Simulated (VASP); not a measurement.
# TiHg (P4/mmm) in VASP: a series of runs

TiHg is run at these levels: LDA; tasks: single point.

All numbers are computed with VASP 6.6.1; they aren't measurements. Logs are shortened: lines on timing, memory, paths and dates and some standing lists are left out, and cuts for length are marked.

## Step 1: The cell of the first run

It takes space group P4/mmm (No. 123, tetragonal). The conventional cell has a = 3.009 Å, b = 3.009 Å, c = 4.122 Å, α = 90.00°, β = 90.00°, γ = 90.00°. Within 3.9 Å of Ti (site symmetry 4/mmm) lie 8 Hg at 2.96 Å and 4 Ti at 3.01 Å. Within 3.9 Å of Hg (site symmetry 4/mmm) lie 8 Ti at 2.96 Å and 4 Hg at 3.01 Å.

## Step 2: Single point, LDA (zz strain of +2 %)

INCAR

```
ALGO = Normal
EDIFF = 1E-6
ENCUT = 520
ISIF = 2
ISMEAR = -1
LASPH = T
LCHARG = F
LREAL = F
LWAVE = F
NBANDS = 19
NELM = 60
PREC = Accurate
SIGMA = 0.08
```

KPOINTS

```
k-points
0
Gamma
  14 14 10
```

POSCAR

```
TiHg
1.0
    3.0090000000      0.0000000000      0.0000000000
    0.0000000000      3.0090000000      0.0000000000
    0.0000000000      0.0000000000      4.1218200000
Ti Hg
1 1
Direct
    0.5000000000      0.5000000000      0.5000000000
    0.0000000000      0.0000000000      0.0000000000
```

Potentials or basis: VASP PAW LDA potentials, release 64 (Ti_sv, Hg).

Launch:

```console
$ cat potpaw_LDA.64/Ti_sv/POTCAR potpaw_LDA.64/Hg/POTCAR > POTCAR
$ mpirun -np 1 vasp_std > vasp.out
```

OUTCAR:

```text
EDIFF = 1E-6
   ENCUT = 520
   ISIF = 2
   ISMEAR = -1
   LASPH = T
   LREAL = F
   NELM = 60
   PREC = Accurate

 ion  position               nearest neighbor table
   1  0.500  0.500  0.500-   2 2.96   2 2.96   2 2.96   2 2.96   2 2.96   2 2.96   2 2.96   2 2.96

   2  0.000  0.000  0.000-   1 2.96   1 2.96   1 2.96   1 2.96   1 2.96   1 2.96   1 2.96   1 2.96

  LATTYP: Found a simple tetragonal cell.
 ALAT       =     3.0090000000
 C/A-ratio  =     1.3698305085

  Lattice vectors:

 A1 = (   3.0090000000,   0.0000000000,   0.0000000000)
 A2 = (   0.0000000000,   3.0090000000,   0.0000000000)
 A3 = (   0.0000000000,   0.0000000000,   4.1218200000)

Analysis of symmetry for initial positions (statically):
=====================================================================
 Subroutine PRICEL returns:
 Original cell was already a primitive cell.

 Routine SETGRP: Setting up the symmetry group for a
 simple tetragonal supercell.

 Subroutine GETGRP returns: Found 16 space group operations
 (whereof 16 operations were pure point group operations)
 out of a pool of 16 trial point group operations.

The static configuration has the point symmetry D_4h.

Analysis of symmetry for dynamics (positions and initial velocities):
=====================================================================
 Subroutine PRICEL returns:
 Original cell was already a primitive cell.

 Routine SETGRP: Setting up the symmetry group for a
 simple tetragonal supercell.

 Subroutine GETGRP returns: Found 16 space group operations
 (whereof 16 operations were pure point group operations)
 out of a pool of 16 trial point group operations.

The dynamic configuration has the point symmetry D_4h.

 Subroutine INISYM returns: Found 16 space group operations
 (whereof 16 operations are pure point group operations),
 and found     1 'primitive' translations

----------------------------------------------------------------------------------------

                                     Primitive cell

  volume of cell :      37.3193

  direct lattice vectors                    reciprocal lattice vectors
     3.009000000  0.000000000  0.000000000     0.332336324  0.000000000  0.000000000
     0.000000000  3.009000000  0.000000000     0.000000000  0.332336324  0.000000000
     0.000000000  0.000000000  4.121820000     0.000000000  0.000000000  0.242611274

  length of vectors
     3.009000000  3.009000000  4.121820000     0.332336324  0.332336324  0.242611274

  position of ions in fractional coordinates (direct lattice)
     0.500000000  0.500000000  0.500000000
     0.000000000  0.000000000  0.000000000

  ion indices of the primitive-cell ions
   primitive index   ion index
                 1           1
                 2           2

----------------------------------------------------------------------------------------

 KPOINTS: k-points

Automatic generation of k-mesh.
 Grid dimensions read from file:
 generate k-points for:   14   14   10

 Generating k-lattice:

  Cartesian coordinates                     Fractional coordinates (reciprocal lattice)
     0.023738309  0.000000000  0.000000000     0.071428571  0.000000000  0.000000000
     0.000000000  0.023738309  0.000000000     0.000000000  0.071428571  0.000000000
     0.000000000  0.000000000  0.024261127     0.000000000  0.000000000  0.100000000

  Length of vectors
     0.023738309  0.023738309  0.024261127

  Shift w.r.t. Gamma in fractional coordinates (k-lattice)
     0.000000000  0.000000000  0.000000000

 Subroutine IBZKPT returns following result:
 ===========================================

 Found    216 irreducible k-points:

 Following reciprocal coordinates:
            Coordinates               Weight
  0.000000  0.000000  0.000000      1.000000
  0.071429  0.000000  0.000000      4.000000
  0.142857  0.000000  0.000000      4.000000
  0.214286  0.000000  0.000000      4.000000
  0.285714  0.000000  0.000000      4.000000
  0.357143  0.000000  0.000000      4.000000
[... 16 lines left out ...]
  0.285714  0.214286  0.000000      8.000000
  0.357143  0.214286  0.000000      8.000000
 [... further k-points ...]
   k-points           NKPTS =    216   k-points in BZ     NKDIM =    216   number of bands    NBANDS=     19
   number of dos      NEDOS =    301   number of ions     NIONS =      2
   total plane-waves  NPLWV =  18432
   dimension x,y,z NGX =    24 NGY =   24 NGZ =   32
   dimension x,y,z NGXF=    48 NGYF=   48 NGZF=   64
   ions per type =               1   1
   NGX,Y,Z   is equivalent  to a cutoff of  13.26, 13.26, 12.91 a.u.
   NGXF,Y,Z  is equivalent  to a cutoff of  26.52, 26.52, 25.81 a.u.
 SYSTEM =  unknown system
   PREC   = accura    normal or accurate (medium, high low for compatibility)
   ISTART =      0    job   : 0-new  1-cont  2-samecut
   ICHARG =      2    charge: 1-file 2-atom 10-const
   ISPIN  =      1    spin polarized calculation?
   LNONCOLLINEAR =      F non collinear calculations
   LSORBIT =      F    spin-orbit coupling
   LASPH  =      T    aspherical Exc in radial PAW
   ENCUT  =  520.0 eV  38.22 Ry    6.18 a.u.   5.59  5.59  7.66*2*pi/ulx,y,z
   NELM   =     60;   NELMIN=  2; NELMDL= -5     # of ELM steps
   EDIFF  = 0.1E-05   stopping-criterion for ELM
   LREAL  =      F    real-space projection
   EDIFFG = 0.1E-04   stopping-criterion for IOM
   NSW    =      0    number of steps for IOM
   IBRION =     -1    ionic relax: 0-MD 1-quasi-New 2-CG
   NFREE  =      0    steps in history (QN), initial steepest desc. (CG)
   ISIF   =      2    stress and relaxation
   ISYM   =      2    0-nonsym 1-usesym 2-fastsym
   POTIM  = 0.5000    time-step for ionic-motion
   TEBEG  =    0.0;   TEEND  =   0.0 temperature during run
   PSTRESS=    0.0 pullay stress
   NELECT =      24.0000    total number of electrons
   NUPDOWN=      -1.0000    fix difference up-down
   EMIN   =  10.00;   EMAX   =-10.00  energy-range for DOS
   EFERMI =   0.00;   METHOD = LEGACY
   ISMEAR =    -1;   SIGMA  =   0.08  broadening in eV -4-tet -1-fermi 0-gaus
   EFERMI_NEDOS =   21; number of points for ismear=-14 and -15
   IALGO  =     38    algorithm
   IMIX   =      4    mixing-type and parameters
     AMIX     =   0.40;   BMIX     =  1.00
     AMIX_MAG =   1.60;   BMIX_MAG =  1.00
  volume/ion in A,a.u.               =      18.66       125.92
  Fermi-wavevector in a.u.,A,eV,Ry     =   1.413082  2.670338 27.168134  1.996801
  Thomas-Fermi vector in A             =   2.534765
   LORBIT       =      0    0 simple, 1 ext, 2 COOP (PROOUT), +10 PAW based schemes
   GGA     = CA    functional components
   LHFCALC =     F    Hartree Fock is set to
   AEXX    =    0.0000 exact exchange contribution
   IVDW    =     0    specifies the selected vdW correction
   LEPSILON=     F    determine dielectric tensor
   LRPA    =     F    only Hartree local field effects (RPA)
 non-spin polarized calculation
  energy-cutoff  :      520.00
  volume of cell :       37.32
 maximum number of plane-waves:      1031
 NGX is ok and might be reduce to    24
   NGX = 11   NGY = 11   NGZ = 15

 number of electron      24.0000003 magnetization

 Free energy of the ion-electron system (eV)
  ---------------------------------------------------
  ext. energy  EPLUGINS =         0.00000000
  ---------------------------------------------------
  free energy    TOTEN  =        -9.80374244 eV

  energy without entropy =       -9.74724445  energy(sigma->0) =       -9.77549344

 E-fermi :   6.0273     XC(G=0): -11.9686

 val. band max:        6.0225156530   @ k =   0.2143   0.0000   0.0000
 cond. band min:       6.0283434865   @ k =   0.5000   0.1429   0.0000
 fundamental gap:      0.0058278336
 Fermi energy:         6.0273104203

 k-point     1 :       0.0000    0.0000    0.0000
  band No.  band energies     occupation
      1     -50.3770      2.00000
      2     -27.1511      2.00000
      3     -26.8045      2.00000
      4     -26.8045      2.00000
      5      -3.2542      2.00000
      6      -2.4772      2.00000
[... 11 lines left out ...]
     18      14.7801      0.00000
     19      14.7801      0.00000

 k-point     2 :       0.0714    0.0000    0.0000
  band No.  band energies     occupation
      1     -50.3755      2.00000
      2     -27.1498      2.00000
      3     -26.8180      2.00000
      4     -26.8033      2.00000
      5      -3.1500      2.00000
      6      -2.4290      2.00000
[... 11 lines left out ...]
     18      14.3023      0.00000
     19      14.9775      0.00000

 k-point     3 :       0.1429    0.0000    0.0000
  band No.  band energies     occupation
      1     -50.3716      2.00000
      2     -27.1461      2.00000
      3     -26.8558      2.00000
      4     -26.8002      2.00000
      5      -2.8804      2.00000
      6      -2.2513      2.00000
[... 11 lines left out ...]
     18      13.6902      0.00000
     19      15.5386      0.00000

 k-point     4 :       0.2143    0.0000    0.0000
  band No.  band energies     occupation
      1     -50.3658      2.00000
      2     -27.1408      2.00000
      3     -26.9102      2.00000
      4     -26.7957      2.00000
      5      -2.6056      2.00000
      6      -1.8124      2.00000
[... 11 lines left out ...]
     18      13.4576      0.00000
     19      16.3937      0.00000

 k-point     5 :       0.2857    0.0000    0.0000
  band No.  band energies     occupation
      1     -50.3594      2.00000
      2     -27.1349      2.00000
      3     -26.9700      2.00000
      4     -26.7906      2.00000
      5      -2.4284      2.00000
      6      -1.5415      2.00000
[... 11 lines left out ...]
     18      13.3732      0.00000
     19      17.4700      0.00000
[... 334 lines left out ...]
      2     -27.1188      2.00000
      3     -27.0664      2.00000
      4     -26.8304      2.00000
      5      -1.8192      2.00000
      6      -1.8112      2.00000
[... 11 lines left out ...]
     18      14.7655      0.00000
     19      15.6765      0.00000

 k-point    22 :       0.2143    0.2143    0.0000
  band No.  band energies     occupation
      1     -50.3549      2.00000
      2     -27.1299      2.00000
      3     -26.9030      2.00000
      4     -26.8953      2.00000
      5      -1.7201      2.00000
      6      -1.6760      2.00000
[... 11 lines left out ...]
     18      11.9067      0.00000
     19      14.2825      0.00000

 k-point    23 :       0.2857    0.2143    0.0000
  band No.  band energies     occupation
      1     -50.3486      2.00000
      2     -27.1236      2.00000
      3     -26.9579      2.00000
      4     -26.8926      2.00000
      5      -1.6838      2.00000
      6      -1.4883      2.00000
[... 11 lines left out ...]
     18      12.2695      0.00000
     19      14.4635      0.00000

 k-point    24 :       0.3571    0.2143    0.0000
  band No.  band energies     occupation
      1     -50.3429      2.00000
      2     -27.1180      2.00000
      3     -27.0102      2.00000
      4     -26.8870      2.00000
      5      -1.7101      2.00000
      6      -1.6673      2.00000
[... 11 lines left out ...]
     18      12.9824      0.00000
     19      14.8870      0.00000

 [... further k-points ...]

------------------------ aborting loop because EDIFF is reached ----------------------------------------

  FORCE on cell =-STRESS in cart. coord.  units (eV):
  Direction    XX          YY          ZZ          XY          YZ          ZX
  --------------------------------------------------------------------------------------
  -------------------------------------------------------------------------------------
  Total       -1.7891713     -1.7891713     -1.9069198      0.0000000     -0.0000000      0.0000000
  in kB      -76.8120067    -76.8120067    -81.8671405      0.0000000     -0.0000000      0.0000000
  external PRESSURE =     -78.4970513 kB  Pullay stress =       0.0000000 kB

 VOLUME and BASIS-vectors are now :
 -----------------------------------------------------------------------------
  energy-cutoff  :      520.00
  volume of cell :       37.32
      direct lattice vectors                 reciprocal lattice vectors
     3.009000000  0.000000000  0.000000000     0.332336324  0.000000000  0.000000000
     0.000000000  3.009000000  0.000000000     0.000000000  0.332336324  0.000000000
     0.000000000  0.000000000  4.121820000     0.000000000  0.000000000  0.242611274

 POSITION                                       TOTAL-FORCE (eV/Angst)
 -----------------------------------------------------------------------------------
      1.50450      1.50450      2.06091         0.000000      0.000000      0.000000
      0.00000      0.00000      0.00000         0.000000      0.000000      0.000000
 -----------------------------------------------------------------------------------
    total drift:                                0.000000      0.000000     -0.000000

  FREE ENERGIE OF THE ION-ELECTRON SYSTEM (eV)
  ---------------------------------------------------
  free  energy   TOTEN  =        -9.8037424373 eV

  energy  without entropy=       -9.7472444511  energy(sigma->0) =       -9.77549344
```

Wall time 36 s (1 thread of Intel Xeon 6975P-C (Granite Rapids), shared host); peak memory 0.26 GiB.

Results:

```yaml
Free_energy: -9.8037 eV
Pressure: -7.8 GPa
Band_gap_on_the_k_mesh: zero (bands 12 and 13 overlap by 1.09 eV)
```

Caveat: the cell differs from its parent crystal (zz strain of +2 %); the cell stands under tension; spin-orbit coupling is left out, which moves the levels of the heavy elements.

## Step 3: Single point, LDA (equal xx and yy strain of +1 %)

INCAR

```
SYSTEM = TiHg
ALGO = Normal
EDIFF = 1E-6
ENCUT = 520
GGA = CA
ISIF = 2
ISMEAR = -1
LASPH = .True.
LCHARG = .True.
LELF = .True.
LREAL = .False.
LVHAR = .True.
LWAVE = .False.
NBANDS = 19
NELM = 80
PREC = Accurate
SIGMA = 0.08
```

KPOINTS

```
k-points
0
Gamma
  14 14 10
  0 0 0
```

POSCAR

```
TiHg
1.0
    3.0390900000      0.0000000000      0.0000000000
    0.0000000000      3.0390900000      0.0000000000
    0.0000000000      0.0000000000      4.0410000000
Ti Hg
1 1
Direct
    0.5000000000      0.5000000000      0.5000000000
    0.0000000000      0.0000000000      0.0000000000
```

Potentials or basis: VASP PAW LDA potentials, release 64 (Ti_sv, Hg).

Launch:

```console
$ cat potpaw_LDA.64/Ti_sv/POTCAR potpaw_LDA.64/Hg/POTCAR > POTCAR
$ mpirun -np 1 vasp_std > vasp.out
```

It took 36 s on 1 thread of Intel Xeon 6975P-C (Granite Rapids), shared host; peak memory 0.26 GiB.

Results (log left out):

* Free energy: -9.8025 eV
* Pressure: -7.7 GPa
* Band gap on the k mesh: zero (bands 12 and 13 overlap by 1.05 eV)

Stress tensor (GPa, compression positive):
```
-8.04  0.00  0.00
 0.00 -8.04  0.00
 0.00  0.00 -7.15
```

Levels at points of the mesh, in eV from the Fermi level:
```csv
k point,band 8,band 9,band 10,band 11,band 12,band 13,band 14,band 15,band 16,band 17
"(0.00, 0.00, 0.00)",-6.97,-6.97,-6.52,-0.43,-0.28,1.36,1.87,1.87,2.35,7.38
"(0.50, 0.00, 0.00)",-7.15,-6.80,-3.71,-3.57,-0.99,-0.41,1.08,1.67,3.45,7.96
"(0.50, 0.50, 0.00)",-7.40,-5.83,-2.20,0.26,0.26,1.15,1.15,1.30,3.06,4.05
"(0.00, 0.00, 0.50)",-6.94,-6.50,-6.35,-4.56,-0.70,0.77,1.13,1.13,2.28,11.92
"(0.50, 0.00, 0.50)",-6.94,-6.81,-3.65,-1.63,-0.73,-0.25,1.55,1.88,1.89,3.50
"(0.50, 0.50, 0.50)",-6.66,-5.83,-2.01,-1.67,-1.67,1.05,1.57,3.07,5.70,5.70
```

Caveat: the cell differs from its parent crystal (equal xx and yy strain of +1 %); the cell stands under tension; spin-orbit coupling is left out, which moves the levels of the heavy elements.
